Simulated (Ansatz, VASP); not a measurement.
## One calculation of CO2, two programs

Contents of INCAR:

```
ALGO     = Normal         # electronic algorithm
EDIFF    = 1E-6           # SCF threshold, eV
ENCUT    = 520            # plane-wave cutoff, eV
GGA      = PE             # functional
ISIF     = 2              # what is computed and relaxed
ISMEAR   = 0              # smearing method
LASPH    = True           # aspherical terms in the spheres
LCHARG   = False          # write CHGCAR
LREAL    = False          # projectors in reciprocal space
LWAVE    = False          # write WAVECAR
NBANDS   = 44             # bands
NELM     = 80             # most SCF steps
PREC     = Accurate       # precision mode
SIGMA    = 0.05           # smearing width, eV
```

The input KPOINTS:

```
k-points
0
Gamma
  4 4 4
```

The input POSCAR:

```
CO2
1.0
    6.0577362522      0.0000000000      0.0000000000
    0.0000000000      6.0577362522      0.0000000000
    0.0000000000      0.0000000000      6.3000457023
C O
4 8
Direct
    0.0000000000      0.0000000000      0.0000000000
    0.5000000000      0.0000000000      0.5000000000
    0.5000000000      0.5000000000      0.0000000000
    0.0000000000      0.5000000000      0.5000000000
    0.1114834447      0.1114834447      0.1114834447
    0.3885165553      0.8885165553      0.6114834447
    0.6114834447      0.3885165553      0.8885165553
    0.8885165553      0.6114834447      0.3885165553
    0.8885165553      0.8885165553      0.8885165553
    0.6114834447      0.1114834447      0.3885165553
    0.3885165553      0.6114834447      0.1114834447
    0.1114834447      0.3885165553      0.6114834447
```

Input for Ansatz:

```yaml
crystal:
  lattice:
    - [6.0577362522, 0.0, 0.0]
    - [0.0, 6.0577362522, 0.0]
    - [0.0, 0.0, 6.3000457023]
  atoms:
    - { symbol: C, position: [0.0, 0.0, 0.0] }
    - { symbol: C, position: [0.5, 0.0, 0.5] }
    - { symbol: C, position: [0.5, 0.5, 0.0] }
    - { symbol: C, position: [0.0, 0.5, 0.5] }
    - { symbol: O, position: [0.1114834447, 0.1114834447, 0.1114834447] }
    - { symbol: O, position: [0.3885165553, 0.8885165553, 0.6114834447] }
    - { symbol: O, position: [0.6114834447, 0.3885165553, 0.8885165553] }
    - { symbol: O, position: [0.8885165553, 0.6114834447, 0.3885165553] }
    - { symbol: O, position: [0.8885165553, 0.8885165553, 0.8885165553] }
    - { symbol: O, position: [0.6114834447, 0.1114834447, 0.3885165553] }
    - { symbol: O, position: [0.3885165553, 0.6114834447, 0.1114834447] }
    - { symbol: O, position: [0.1114834447, 0.3885165553, 0.6114834447] }
basis:
  ecutwfc: 520.0
kpoints:
  mp_grid: { grid: [4, 4, 4] }
hamiltonian:
  xc: pbe
scf:
  occupations: { method: gaussian, width: 0.05 }
output:
  forces: true
  stress: true
  eigenvalues: true
```

Change from the starting cell: engineering shear strain xz +0.0000, normal strain along z +0.0400.

Alike in both runs: task single point; functional PBE; k mesh 4 × 4 × 4; occupations gaussian, width 0.05 eV; no spin polarisation.

```csv
,VASP,Ansatz
version,VASP 6.6.1,Ansatz 0.2.0
potentials or method,"VASP PAW PBE potentials, release 64 (C, O), cutoff 520 eV","scalar-relativistic, plane waves, PAW"
valence electrons in the cell,64,64
```

|  | VASP | Ansatz | Ansatz less VASP |
| --- | --- | --- | --- |
| gap on the k mesh at the Fermi level (eV) | 6.47 | 6.48 | +0.016 |
| least direct gap on the mesh (eV) | 6.47 | 6.48 | +0.016 |
| pressure (GPa) | -2.3 | -3.4 | -1.04 |
| traceless stress, the component that is largest in VASP (GPa) | -0.18 | -0.25 | -0.064 |
| rms of the force components (eV/Å) | 0.447 | 0.715 | +0.2677 |

Atom by atom the forces differ by 0.268 eV/Å (rms over components). One of these differences is far larger than is usual between the two programs; its cause wasn't traced. With one functional, cell and mesh, what is left measures potentials, basis and numerics.

Noted on VASP's run: the standard files for N, O and F lose accuracy on very short bonds.
